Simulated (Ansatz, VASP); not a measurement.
Hf in VASP and in Ansatz

```
CELL_PARAMETERS angstrom
3.15349 0.00000 0.00000
-1.57675 2.73101 0.00000
0.00000 0.00000 4.98944
ATOMIC_POSITIONS crystal
Hf 0.33333 0.66667 0.25000
Hf 0.66667 0.33333 0.75000
```

Change from the starting cell: volume scaled by 0.96.

Alike in both runs: task single point; functional PBEsol; k mesh 13 × 13 × 7; occupations fermi-dirac, width 0.05 eV; no spin polarisation.

|  | VASP | Ansatz |
| --- | --- | --- |
| version | VASP 6.6.1 | Ansatz 0.2.0 |
| potentials or method | VASP PAW PBE potentials, release 64 (Hf_pv), cutoff 520 eV | all-electron LAPW, scalar-relativistic |

Ansatz gave:

```
pressure (GPa)                                                : 0.7
traceless stress, the component that is largest in VASP (GPa) : 0.08
```

Question: What did VASP give for the same quantities?

Answer: Pressure (GPa): 0.3; traceless stress, the component that is largest in VASP (GPa): 0.00.

VASP's potentials were made for PBE, not for PBEsol. Ansatz ran all-electron here, and VASP with PAW potentials.

Neither program's run includes spin-orbit coupling.
